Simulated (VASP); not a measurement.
A run of VASP 6.6.1:

File INCAR:

```
ALGO = Normal
EDIFF = 1E-6
ENCUT = 520
GGA = PE
ISIF = 2
ISMEAR = 0
IVDW = 12
LASPH = T
LCHARG = F
LREAL = F
LWAVE = F
NBANDS = 35
NELM = 100
PREC = Accurate
SIGMA = 0.05
```

Contents of KPOINTS:

```
k-points
0
Gamma
  12 12 4
```

Contents of POSCAR:

```
MoS2
1.0
    3.0864000000      0.0000000000      0.0000000000
   -1.5432000000      2.6729008062      0.0000000000
    0.0000000000      0.0000000000     11.0072000000
Mo S
2 4
Direct
    0.6666666667      0.3333333333      0.2501439769
    0.3333333333      0.6666666667      0.7498560231
    0.3333333333      0.6666666667      0.3795985159
    0.6666666667      0.3333333333      0.8793132861
    0.3333333333      0.6666666667      0.1206867139
    0.6666666667      0.3333333333      0.6204014841
```

Potentials or basis: VASP PAW PBE potentials, release 64 (Mo_sv, S).

Command:

```console
$ cat potpaw_PBE.64/Mo_sv/POTCAR potpaw_PBE.64/S/POTCAR > POTCAR
$ mpirun -np 1 vasp_std > vasp.out
```

Hardware: 1 thread of Intel Xeon 8259CL (shared host).

Task: How long does it take, and how much memory?

Result: Run time: 4.5 min on 1 thread of Intel Xeon 8259CL, with other jobs on the host, peak memory 0.33 GiB. Counts: scf iterations 15, k points 69.
